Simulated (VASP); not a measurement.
Runs of VASP 6.6.1 on Al3B2Sb. The structure is that of space group P3m1 (No. 156), or close to it. The cells are those of the table. 

```tsv
task	cell	k mesh	cutoff (eV)	smearing	gap on the mesh (eV)	pressure (GPa)	largest force (eV/Å)
single point	a = 3.076, b = 3.076, c = 10.779 Å, angles 90.0, 90.0, 120.0°, 6 atoms	6 × 6 × 2	520	gaussian 0.2 eV	none	0.0	0.05
single point	a = 3.064, b = 3.064, c = 10.788 Å, angles 90.0, 90.0, 120.0°, 6 atoms	12 × 12 × 4	520	gaussian 0.1 eV	none	0.0	(a)
relaxation of cell and atoms	relaxed from a = 3.150, b = 3.150, c = 10.250 Å, angles 90.0, 90.0, 120.0°, 6 atoms	6 × 6 × 2	600	gaussian 0.2 eV	none	-0.4	0.05
single point	a = 3.501, b = 3.501, c = 8.864 Å, angles 90.0, 90.0, 120.0°, 6 atoms	12 × 12 × 4	520	gaussian 0.1 eV	none	0.0	0.03
```

Alike in all rows: level PBE; potentials or basis VASP PAW PBE potentials, release 64 (Al, B, Sb); no spin polarisation.

Question: Estimate the missing entries.

Answer: (a) 0.01.

Caveats: some runs use coarse meshes; spin-orbit coupling is left out, which moves the levels of the heavy elements; the relaxation stopped at a loose force limit of 0.08 eV/Å, so its end isn't a converged minimum (some runs).

A k mesh can miss the band edges, and the runs leave out spin-orbit coupling on Sb.

A gap of «none» marks levels without a gap at the run's occupations.
